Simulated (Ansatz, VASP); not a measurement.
Two plane-wave programs on Zn8O7

```
Zn O
1.0
    -3.22000   -5.57720    0.00000
     4.83000   -2.78860    0.00000
     0.00000    0.00000    5.20000
Zn O
8 7
Direct
  0.49551 0.33460 0.99274
  0.47592 0.68100 0.48995
  0.25000 0.83433 0.05100
  0.25000 0.12753 0.48693
  0.00449 0.33460 0.99274
  0.02408 0.68100 0.48995
  0.75000 0.83229 0.99358
  0.75000 0.17260 0.49280
  0.49068 0.33576 0.37844
  0.49077 0.67302 0.87539
  0.25000 0.15216 0.87188
  0.00932 0.33576 0.37844
  0.00923 0.67302 0.87539
  0.75000 0.82878 0.37980
  0.75000 0.17022 0.87597
```

Alike in both runs: functional PBEsol; k mesh 2 × 3 × 3; occupations fermi-dirac, width 0.05 eV; no spin polarisation.

Ansatz relaxed the structure, and its values are those at the end. VASP's run is a single point on that final structure, the one shown.

|  | VASP | Ansatz |
| --- | --- | --- |
| version | VASP 6.6.1 | Ansatz 0.2.0 |
| potentials or method | VASP PAW PBE potentials, release 64 (Zn, O), cutoff 520 eV | scalar-relativistic, plane waves, PAW |
| valence electrons in the cell | 138 | 138 |

VASP gave:

| Quantity | Value |
| --- | --- |
| rms of the force components (eV/Å) | 0.014 |

Task: What did Ansatz give for the same quantities?

Result: rms of the force components (eV/Å): 0.004.

VASP's potentials were made for PBE, not for PBEsol, and Ansatz warns of the same on its side.

The k mesh is coarse, so the values compare programs but aren't converged.
